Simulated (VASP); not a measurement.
# Ge2Sb2Te5 (P-3m1) in VASP: notebook, part 2 of 3

VASP 6.6.1.

### 4 Single point, r2SCAN+rVV10

POSCAR

```
Ge2Sb2Te5
1.0
    4.2427228082      0.0000000000      0.0000000000
   -2.1213614041      3.6743057331      0.0000000000
    0.0000000000      0.0000000000     17.3182137284
Ge Sb Te
2 2 5
Direct
    0.3333333333      0.6666666667      0.9009059368
    0.6666666667      0.3333333333      0.0990940632
    0.0000000000      0.0000000000      0.6879597240
    0.0000000000      0.0000000000      0.3120402760
    0.0000000000      0.0000000000      0.0000000000
    0.6666666667      0.3333333333      0.8051761510
    0.3333333333      0.6666666667      0.1948238490
    0.3333333333      0.6666666667      0.5897389009
    0.6666666667      0.3333333333      0.4102610991
```

INCAR.step1

```
SYSTEM = Ge2Sb2Te5
ALGO = Normal
EDIFF = 1E-4
ENCUT = 520
GGA = PE
ISMEAR = -1
LASPH = .TRUE.
LCHARG = .FALSE.
LREAL = .FALSE.
LWAVE = .TRUE.
NBANDS = 44
NELM = 80
PREC = Accurate
SIGMA = 0.02
```

INCAR.step2

```
SYSTEM = Ge2Sb2Te5
ALGO = Normal
BPARAM = 11.95
CPARAM = 0.0093
EDIFF = 1E-6
ENCUT = 520
ISIF = 2
ISMEAR = -1
ISTART = 1
IVDW_NL = 2
LASPH = .TRUE.
LCHARG = .FALSE.
LMIXTAU = .TRUE.
LREAL = .FALSE.
LUSE_VDW = .TRUE.
LWAVE = .FALSE.
METAGGA = R2SCAN
NBANDS = 44
NELM = 80
PREC = Accurate
SIGMA = 0.02
```

KPOINTS

```
k-points
0
G
  6 6 2
  0 0 0
```

Potentials or basis: VASP PAW PBE potentials, release 64 (Ge_d, Sb, Te).

The run is started by

```sh
cat potpaw_PBE.64/Ge_d/POTCAR potpaw_PBE.64/Sb/POTCAR potpaw_PBE.64/Te/POTCAR > POTCAR
cp INCAR.step1 INCAR
mpirun -np 1 vasp_std > vasp.out
cp INCAR.step2 INCAR
mpirun -np 1 vasp_std > vasp.out
```

OUTCAR:

```text
SYSTEM = Ge2Sb2Te5
   BPARAM = 11.95
   EDIFF = 1E-6
   ENCUT = 520
   ISIF = 2
   ISMEAR = -1
   ISTART = 1
   IVDW_NL = 2
   LASPH = .TRUE.
   LREAL = .FALSE.
   METAGGA = R2SCAN
   NELM = 80
   PREC = Accurate

 ion  position               nearest neighbor table
   1  0.333  0.667  0.901-   6 2.96   6 2.96   6 2.96   5 2.99   5 2.99   5 2.99
   2  0.667  0.333  0.099-   7 2.96   7 2.96   7 2.96   5 2.99   5 2.99   5 2.99
   3  0.000  0.000  0.688-   8 2.98   8 2.98   8 2.98   6 3.18   6 3.18   6 3.18
   4  0.000  0.000  0.312-   9 2.98   9 2.98   9 2.98   7 3.18   7 3.18   7 3.18
   5  0.000  0.000  0.000-   1 2.99   2 2.99   1 2.99   2 2.99   2 2.99   1 2.99
   6  0.667  0.333  0.805-   1 2.96   1 2.96   1 2.96   3 3.18   3 3.18   3 3.18
   7  0.333  0.667  0.195-   2 2.96   2 2.96   2 2.96   4 3.18   4 3.18   4 3.18
   8  0.333  0.667  0.590-   3 2.98   3 2.98   3 2.98
   9  0.667  0.333  0.410-   4 2.98   4 2.98   4 2.98

  LATTYP: Found a hexagonal cell.
 ALAT       =     4.2427228082
 C/A-ratio  =     4.0818631127

  Lattice vectors:

 A1 = (   4.2427228082,   0.0000000000,   0.0000000000)
 A2 = (  -2.1213614041,   3.6743057331,   0.0000000000)
 A3 = (   0.0000000000,   0.0000000000,  17.3182137284)

Analysis of symmetry for initial positions (statically):
=====================================================================
 Subroutine PRICEL returns:
 Original cell was already a primitive cell.

 Routine SETGRP: Setting up the symmetry group for a
 hexagonal supercell.

 Subroutine GETGRP returns: Found 12 space group operations
 (whereof 12 operations were pure point group operations)
 out of a pool of 24 trial point group operations.

The static configuration has the point symmetry D_3d.

Analysis of symmetry for dynamics (positions and initial velocities):
=====================================================================
 Subroutine PRICEL returns:
 Original cell was already a primitive cell.

 Routine SETGRP: Setting up the symmetry group for a
 hexagonal supercell.

 Subroutine GETGRP returns: Found 12 space group operations
 (whereof 12 operations were pure point group operations)
 out of a pool of 24 trial point group operations.

The dynamic configuration has the point symmetry D_3d.

 Subroutine INISYM returns: Found 12 space group operations
 (whereof 12 operations are pure point group operations),
 and found     1 'primitive' translations

----------------------------------------------------------------------------------------

                                     Primitive cell

  volume of cell :     269.9747

  direct lattice vectors                    reciprocal lattice vectors
     4.242722808  0.000000000  0.000000000     0.235697698  0.136080130  0.000000000
    -2.121361404  3.674305733  0.000000000     0.000000000  0.272160259  0.000000000
     0.000000000  0.000000000 17.318213728     0.000000000  0.000000000  0.057742676

  length of vectors
     4.242722808  4.242722808 17.318213728     0.272160259  0.272160259  0.057742676

  position of ions in fractional coordinates (direct lattice)
     0.333333333  0.666666667  0.900905937
     0.666666667  0.333333333  0.099094063
     0.000000000  0.000000000  0.687959724
     0.000000000  0.000000000  0.312040276
     0.000000000  0.000000000  0.000000000
[... 57 lines left out ...]
  0.333333  0.166667  0.500000     12.000000
  0.333333  0.333333  0.500000      2.000000
   k-points           NKPTS =     14   k-points in BZ     NKDIM =     14   number of bands    NBANDS=     44
   number of dos      NEDOS =    301   number of ions     NIONS =      9
   total plane-waves  NPLWV = 143360
   dimension x,y,z NGX =    32 NGY =   32 NGZ =  140
   dimension x,y,z NGXF=    64 NGYF=   64 NGZF=  280
   ions per type =               2   2   5
   NGX,Y,Z   is equivalent  to a cutoff of  12.54, 12.54, 13.44 a.u.
   NGXF,Y,Z  is equivalent  to a cutoff of  25.08, 25.08, 26.88 a.u.
 SYSTEM =  Ge2Sb2Te5
   PREC   = accura    normal or accurate (medium, high low for compatibility)
   ISTART =      1    job   : 0-new  1-cont  2-samecut
   ICHARG =      0    charge: 1-file 2-atom 10-const
   ISPIN  =      1    spin polarized calculation?
   LNONCOLLINEAR =      F non collinear calculations
   LSORBIT =      F    spin-orbit coupling
   LASPH  =      T    aspherical Exc in radial PAW
   ENCUT  =  520.0 eV  38.22 Ry    6.18 a.u.   7.89  7.89 32.20*2*pi/ulx,y,z
   NELM   =     80;   NELMIN=  2; NELMDL=  0     # of ELM steps
   EDIFF  = 0.1E-05   stopping-criterion for ELM
   LREAL  =      F    real-space projection
   EDIFFG = 0.1E-04   stopping-criterion for IOM
   NSW    =      0    number of steps for IOM
   IBRION =     -1    ionic relax: 0-MD 1-quasi-New 2-CG
   NFREE  =      0    steps in history (QN), initial steepest desc. (CG)
   ISIF   =      2    stress and relaxation
   ISYM   =      2    0-nonsym 1-usesym 2-fastsym
   POTIM  = 0.5000    time-step for ionic-motion
   TEBEG  =    0.0;   TEEND  =   0.0 temperature during run
   PSTRESS=    0.0 pullay stress
   NELECT =      68.0000    total number of electrons
   NUPDOWN=      -1.0000    fix difference up-down
   EMIN   =  10.00;   EMAX   =-10.00  energy-range for DOS
   EFERMI =   0.00;   METHOD = LEGACY
   ISMEAR =    -1;   SIGMA  =   0.02  broadening in eV -4-tet -1-fermi 0-gaus
   EFERMI_NEDOS =   21; number of points for ismear=-14 and -15
   IALGO  =     38    algorithm
   IMIX   =      4    mixing-type and parameters
     AMIX     =   0.40;   BMIX     =  1.00
     AMIX_MAG =   1.60;   BMIX_MAG =  1.00
  volume/ion in A,a.u.               =      30.00       202.43
  Fermi-wavevector in a.u.,A,eV,Ry     =   1.033880  1.953750 14.543373  1.068908
  Thomas-Fermi vector in A             =   2.168148
   LORBIT       =      0    0 simple, 1 ext, 2 COOP (PROOUT), +10 PAW based schemes
   METAGGA = R2SCAN    functional components
   LHFCALC =     F    Hartree Fock is set to
   AEXX    =    0.0000 exact exchange contribution
   IVDW_NL    =     2    kernel type
   BPARAM     =11.9500
   IVDW    =     0    specifies the selected vdW correction
   LEPSILON=     F    determine dielectric tensor
   LRPA    =     F    only Hartree local field effects (RPA)
 non-spin polarized calculation
  energy-cutoff  :      520.00
  volume of cell :      269.97
 maximum number of plane-waves:      7308
 NGX is ok and might be reduce to    32
   NGX = 15   NGY = 15   NGZ = 65

 number of electron      67.9999985 magnetization

 Free energy of the ion-electron system (eV)
  ---------------------------------------------------
  ext. energy  EPLUGINS =         0.00000000
  ---------------------------------------------------
  free energy    TOTEN  =      -205.03320472 eV

  energy without entropy =     -205.03320357  energy(sigma->0) =     -205.03320414

 E-fermi :   6.3978     XC(G=0): -10.0077

 val. band max:        6.2129266890   @ k =   0.0000   0.0000   0.0000
 cond. band min:       6.5965251379   @ k =   0.0000   0.0000   0.0000
 fundamental gap:      0.3835984489
 Fermi energy:         6.3978373662

 k-point     1 :       0.0000    0.0000    0.0000
  band No.  band energies     occupation
      1     -19.4058      2.00000
      2     -19.4057      2.00000
      3     -19.4048      2.00000
      4     -19.4048      2.00000
      5     -19.3956      2.00000
      6     -19.3953      2.00000
[... 647 lines left out ...]
     43      10.6382      0.00000
     44      11.6698      0.00000

------------------------ aborting loop because EDIFF is reached ----------------------------------------

  FORCE on cell =-STRESS in cart. coord.  units (eV):
  Direction    XX          YY          ZZ          XY          YZ          ZX
  --------------------------------------------------------------------------------------
  -------------------------------------------------------------------------------------
  Total        0.2924543      0.2924543      0.3192183     -0.0000000      0.0000000      0.0000000
  in kB        1.7355839      1.7355839      1.8944161     -0.0000000      0.0000000      0.0000000
  external PRESSURE =       1.7885279 kB  Pullay stress =       0.0000000 kB

 VOLUME and BASIS-vectors are now :
 -----------------------------------------------------------------------------
  energy-cutoff  :      520.00
  volume of cell :      269.97
      direct lattice vectors                 reciprocal lattice vectors
     4.242722808  0.000000000  0.000000000     0.235697698  0.136080130  0.000000000
    -2.121361404  3.674305733  0.000000000     0.000000000  0.272160259  0.000000000
     0.000000000  0.000000000 17.318213728     0.000000000  0.000000000  0.057742676

 POSITION                                       TOTAL-FORCE (eV/Angst)
 -----------------------------------------------------------------------------------
     -0.00000      2.44954     15.60208         0.000000     -0.000000      0.005027
      2.12136      1.22477      1.71613        -0.000000      0.000000     -0.005027
      0.00000      0.00000     11.91423        -0.000000      0.000000      0.030667
      0.00000      0.00000      5.40398        -0.000000     -0.000000     -0.030667
      0.00000      0.00000      0.00000        -0.000000      0.000000      0.000000
      2.12136      1.22477     13.94421        -0.000000     -0.000000      0.002069
     -0.00000      2.44954      3.37400        -0.000000      0.000000     -0.002069
     -0.00000      2.44954     10.21322        -0.000000     -0.000000     -0.039205
      2.12136      1.22477      7.10499         0.000000      0.000000      0.039205
 -----------------------------------------------------------------------------------
    total drift:                                0.000000     -0.000000     -0.000000

  FREE ENERGIE OF THE ION-ELECTRON SYSTEM (eV)
  ---------------------------------------------------
  free  energy   TOTEN  =      -205.0332047169 eV

  energy  without entropy=     -205.0332035708  energy(sigma->0) =     -205.03320414
```

Wall time 36 min (1 thread of Intel Xeon Platinum 8259CL at 2.50GHz (Skylake/Cascade Lake), shared host); peak memory 0.99 GiB.

Results:

```
Free energy            : -205.0332 eV
Pressure               : 0.2 GPa
Largest force          : 0.039 eV/Å
Band gap on the k mesh : 0.38 eV, direct
```

Forces in eV/Å, atoms in the order of the input:
```
Ge   0.000  0.000  0.005
Ge   0.000  0.000 -0.005
Sb   0.000  0.000  0.031
Sb   0.000  0.000 -0.031
Te   0.000  0.000  0.000
Te   0.000  0.000  0.002
Te   0.000  0.000 -0.002
Te   0.000  0.000 -0.039
Te   0.000  0.000  0.039
```

Levels at points of the mesh, in eV from the valence-band top:
| k point | band 31 | band 32 | band 33 | band 34 | band 35 | band 36 | band 37 | band 38 |
| --- | --- | --- | --- | --- | --- | --- | --- | --- |
| (0.00, 0.00, 0.00) | -1.42 | -0.92 | -0.68 | 0.00 | 0.38 | 0.38 | 0.63 | 0.97 |
| (0.50, 0.00, 0.00) | -1.75 | -1.61 | -1.45 | -0.76 | 0.61 | 1.05 | 1.08 | 1.56 |
| (0.00, 0.00, 0.50) | -1.47 | -1.31 | -0.47 | -0.10 | 0.51 | 0.51 | 0.74 | 0.77 |
| (0.50, 0.00, 0.50) | -2.09 | -1.83 | -1.47 | -0.58 | 0.56 | 0.75 | 1.61 | 1.78 |

Caveat: the PAW data sets were made with another functional, which shifts forces and pressure a little; spin-orbit coupling is left out, which moves the levels of the heavy elements.

### 5 Single point, PBE

INCAR

```
PREC = Accurate
ENCUT = 520
EDIFF = 1E-6
ISMEAR = -1
SIGMA = 0.02
LREAL = F
LASPH = T
NELM = 60
ALGO = Normal
ISIF = 2
LWAVE = F
LCHARG = F
GGA = PE
NBANDS = 44
```

KPOINTS

```
regular mesh
0
Gamma
  12 12 2
```

POSCAR is that of step 4.

The run is started by

```sh
cat potpaw_PBE.64/Ge_d/POTCAR potpaw_PBE.64/Sb/POTCAR potpaw_PBE.64/Te/POTCAR > POTCAR
mpirun -np 1 vasp_std > vasp.out
```

It took 15 min on 1 thread of Intel Xeon Platinum 8259CL at 2.50GHz (Skylake/Cascade Lake), shared host; peak memory 0.63 GiB.

The run converged. Its results:

* Free energy: -33.9426 eV
* Pressure: 1.7 GPa
* Largest force: 0.226 eV/Å
* Band gap on the k mesh: 0.45 eV, direct

Forces in eV/Å, atoms in the order of the input:
```
Ge   0.000  0.000  0.043
Ge   0.000  0.000 -0.043
Sb   0.000  0.000  0.139
Sb   0.000  0.000 -0.139
Te   0.000  0.000  0.000
Te   0.000  0.000 -0.085
Te   0.000  0.000  0.085
Te   0.000  0.000 -0.226
Te   0.000  0.000  0.226
```

Stress tensor (GPa, compression positive):
```
1.71 0.00 0.00
0.00 1.71 0.00
0.00 0.00 1.59
```

Levels at points of the mesh, in eV from the valence-band top:
```csv
k point,band 31,band 32,band 33,band 34,band 35,band 36,band 37,band 38
"(0.00, 0.00, 0.00)",-1.20,-0.95,-0.66,0.00,0.45,0.45,0.49,1.01
"(0.50, 0.00, 0.00)",-1.55,-1.39,-1.34,-0.75,0.61,0.97,1.10,1.45
"(0.00, 0.00, 0.50)",-1.26,-1.23,-0.51,-0.10,0.57,0.57,0.61,0.81
"(0.50, 0.00, 0.50)",-1.96,-1.64,-1.26,-0.55,0.49,0.80,1.55,1.68
```

Caveat: spin-orbit coupling is left out, which moves the levels of the heavy elements; this functional lacks dispersion, which binds the layers, so the pressure and a relaxed spacing across them are unreliable. A k mesh can miss the band edges.

[end of part 2 of 3]
